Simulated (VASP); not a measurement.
Sb: single point with LDA

The system is Sb.

```xyz
2
Lattice="3.3391 0.0000 0.0000 -1.6696 2.8918 0.0000 0.0000 0.0000 5.5206" Properties=species:S:1:pos:R:3 pbc="T T T"
Sb    0.0000    1.9278    1.3802
Sb    1.6696    0.9639    4.1405
```

This cell differs from its parent crystal: volume scaled by 1.04.

* Program: VASP 6.6.1
* Task: single point
* Functional: LDA
* Potentials or basis: VASP PAW LDA potentials, release 64 (Sb)
* Cutoff: 520 eV
* k mesh: 12 × 12 × 7
* Occupations: fermi-dirac, width 0.1 eV
* Spin: no spin polarisation

```yaml
Pressure: -2.2 GPa
Band_gap_on_the_k_mesh: zero (band 5 reaches 12.84 eV, above the bottom of band 6 at 5.63 eV)
```

Stress tensor (GPa, compression positive):
```
-2.01  0.00  0.00
 0.00 -2.01  0.00
 0.00  0.00 -2.64
```

Levels at points of the mesh, in eV from the Fermi level:
| k point | band 2 | band 3 | band 4 | band 5 | band 6 | band 7 | band 8 | band 9 |
| --- | --- | --- | --- | --- | --- | --- | --- | --- |
| (0.00, 0.00, 0.00) | -9.36 | -5.89 | 3.69 | 3.69 | 5.19 | 5.26 | 5.26 | 7.86 |
| (0.50, 0.00, 0.00) | -8.12 | -4.44 | -3.20 | -2.28 | -0.13 | 0.45 | 3.60 | 4.55 |

It took 13 s on 1 thread of Intel(R) Xeon(R) 6975P-C (Granite Rapids), with other jobs on the host, peak memory 0.17 GiB.

Caveat: spin-orbit coupling is left out, which moves the levels of the heavy elements.
